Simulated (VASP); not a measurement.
## C: relaxation of cell and atoms with BLYP

C:

```
C
1.0
     3.75460    0.00000    0.00000
     0.00000    3.75460    0.00000
     0.00000    0.00000    3.75460
C
8
Direct
  0.00000 0.00000 0.00000
  0.50000 0.50000 0.50000
  0.25000 0.00000 0.50000
  0.75000 0.00000 0.50000
  0.50000 0.25000 0.00000
  0.50000 0.75000 0.00000
  0.00000 0.50000 0.25000
  0.00000 0.50000 0.75000
```

- Program: VASP 6.6.1
- Task: relaxation of cell and atoms
- Functional: BLYP
- Potentials or basis: VASP PAW PBE potentials, release 64 (C)
- Cutoff: 600 eV
- k mesh: 7 × 7 × 7
- Occupations: fermi-dirac, width 0.1 eV
- Spin: no spin polarisation
- Dipole correction: no
- Further INCAR settings: ALGO = Normal; EDIFF = 1e-07; IBRION = 2; EDIFFG = -0.01; NSW = 80; ISIF = 3

```json
{
  "Relaxed volume": "8.18 Å³/atom",
  "Relaxed cell": "a = 4.029 Å, b = 4.029 Å, c = 4.029 Å, α = 90.00°, β = 90.00°, γ = 90.00°",
  "Space group after relaxing (to 0.05 Å)": "Pm-3n (No. 223)",
  "Energy gained by relaxing": "149.7 meV/atom",
  "Ionic steps": "2",
  "Pressure after relaxing": "-0.1 GPa",
  "Band gap on the k mesh": "zero (band 16 reaches 7.45 eV, above the bottom of band 17 at 5.19 eV)"
}
```

The path:
| step | energy change (eV) | largest force (eV/Å) | pressure (GPa) | volume (Å³) |
| --- | --- | --- | --- | --- |
| 1 | 0.0000 | 0.0000 | 36.71 | 52.93 |
| 2 | -1.1973 | 0.0000 | -0.12 | 65.41 |

Final structure:
```
CELL_PARAMETERS angstrom
4.02920 0.00000 0.00000
0.00000 4.02920 0.00000
0.00000 0.00000 4.02920
ATOMIC_POSITIONS crystal
C 0.00000 0.00000 0.00000
C 0.50000 0.50000 0.50000
C 0.25000 0.00000 0.50000
C 0.75000 0.00000 0.50000
C 0.50000 0.25000 0.00000
C 0.50000 0.75000 0.00000
C 0.00000 0.50000 0.25000
C 0.00000 0.50000 0.75000
```

Levels at points of the mesh, in eV from the Fermi level:
| k point | band 12 | band 13 | band 14 | band 15 | band 16 | band 17 | band 18 | band 19 | band 20 | band 21 |
| --- | --- | --- | --- | --- | --- | --- | --- | --- | --- | --- |
| (0.00, 0.00, 0.00) | -3.24 | -3.24 | -2.60 | -2.60 | -2.60 | -0.80 | -0.56 | -0.56 | -0.56 | 2.59 |

Wall time 2.5 min on 1 thread of AMD EPYC 7R13 (shared host), peak memory 0.14 GiB.

Caveat: the volume moved by over 15 % at a fixed basis, so the end points are rough; the PAW data sets were made with another functional, which shifts forces and pressure a little.
